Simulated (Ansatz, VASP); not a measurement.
ScAl3As4 in VASP and in Ansatz

INCAR

```
SYSTEM = ScAl3As4
ALGO = Normal ; EDIFF = 1E-7
EDIFFG = -0.01 ; ENCUT = 600
GGA = PE ; IBRION = 2
ISIF = 3 ; ISMEAR = 0
LASPH = .True. ; LCHARG = .False.
LREAL = .False. ; LWAVE = .False.
NELM = 80 ; NSW = 100
PREC = Accurate ; SIGMA = 0.02
```

Contents of KPOINTS:

```
k-points
0
Gamma
  12 12 2
  0 0 0
```

The input POSCAR:

```
ScAl3As4
1.0
    4.0842641963      0.0000000000      0.0000000000
   -2.0421320981      3.5370765498      0.0000000000
    0.0000000000      0.0000000000     13.6164301310
Sc Al As
1 3 4
Direct
    0.0000000000      0.0000000000      0.2477714293
    0.0000000000      0.0000000000      0.7482942097
    0.3333333333      0.6666666667      0.9894302952
    0.3333333333      0.6666666667      0.5067647749
    0.0000000000      0.0000000000      0.0503247420
    0.0000000000      0.0000000000      0.5655369864
    0.3333333333      0.6666666667      0.3258841315
    0.3333333333      0.6666666667      0.8067914110
```

Input for Ansatz:

```yaml
crystal:
  lattice:
    - [4.0842641963, 0.0, 0.0]
    - [-2.0421320981, 3.5370765498, 0.0]
    - [0.0, 0.0, 13.616430131]
  atoms:
    - { symbol: Sc, position: [0.0, 0.0, 0.2477714293] }
    - { symbol: Al, position: [0.0, 0.0, 0.7482942097] }
    - { symbol: Al, position: [0.3333333333, 0.6666666667, 0.9894302952] }
    - { symbol: Al, position: [0.3333333333, 0.6666666667, 0.5067647749] }
    - { symbol: As, position: [0.0, 0.0, 0.050324742] }
    - { symbol: As, position: [0.0, 0.0, 0.5655369864] }
    - { symbol: As, position: [0.3333333333, 0.6666666667, 0.3258841315] }
    - { symbol: As, position: [0.3333333333, 0.6666666667, 0.806791411] }
basis:
  ecutwfc: 420
kpoints:
  mp_grid: { grid: [12, 12, 2] }
hamiltonian:
  xc: pbe
scf:
  occupations: { method: gaussian, width: 0.02 }
output:
  forces: true
  stress: true
  eigenvalues: true
  write_density: true
  write_potential: true
  elf: true
  volumetric_format: npy
relax:
  adjacent_minimum: "off"
  f_tol: 0.01
  max_steps: 80
  cell: { stress_tol: 0.05 }
```

Change from the starting cell: species swapped into the In3GaN4 type (P3m1, No. 156).

Alike in both runs: task relaxation of cell and atoms; functional PBE; k mesh 12 × 12 × 2; occupations gaussian, width 0.02 eV; no spin polarisation.

|  | VASP | Ansatz |
| --- | --- | --- |
| version | VASP 6.6.1 | Ansatz 0.2.0 |
| potentials or method | VASP PAW PBE potentials, release 64 (Sc_sv, Al, As), cutoff 600 eV | scalar-relativistic, plane waves, PAW |
| valence electrons in the cell | 40 | 80 |

```tsv
	VASP	Ansatz	Ansatz less VASP
gap on the k mesh at the Fermi level, each at its own relaxed structure (eV)	1.26	1.27	+0.008
relaxed volume (Å³/atom)	24.83	24.77	-0.062
relaxed length of the cell vector where the two differ most in proportion (Å)	13.693	13.679	-0.0136
```

VASP's potentials hold 40 valence electrons a cell and Ansatz's 80, so a difference there can come from the potentials and not from the codes.
